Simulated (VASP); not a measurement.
Input of a VASP 6.6.1 run:

The input INCAR:

```
PREC = Accurate
ENCUT = 520
EDIFF = 1E-6
ISMEAR = 0
SIGMA = 0.05
LREAL = F
LASPH = T
NELM = 60
ALGO = Normal
ISIF = 2
LWAVE = F
LCHARG = F
NBANDS = 16
```

The input KPOINTS:

```
regular mesh
0
Gamma
  9 9 6
```

POSCAR

```
CdS
1.0
    4.1759461960      0.0000000000      0.0000000000
   -2.0879730980      3.7640867350      0.0000000000
    0.0000000000      0.0000000000      5.8041729400
Cd S
1 1
Direct
    0.0000000000      0.0000000000      0.4426919200
    0.6666666667      0.3333333333      0.4343080800
```

Potentials or basis: VASP PAW LDA potentials, release 64 (Cd, S).

Command:

```console
$ cat potpaw_LDA.64/Cd/POTCAR potpaw_LDA.64/S/POTCAR > POTCAR
$ mpirun -np 1 vasp_std > vasp.out
```

(1) Predict the band gap on the k mesh.

(2) Estimate the largest force.

Results:

(1) 1.22 eV.

(2) 0.272 eV/Å.

Caveat: the cell differs from its parent crystal (strain -0.0200 x Voigt [1, -1, 0, 0, 0, 0]).
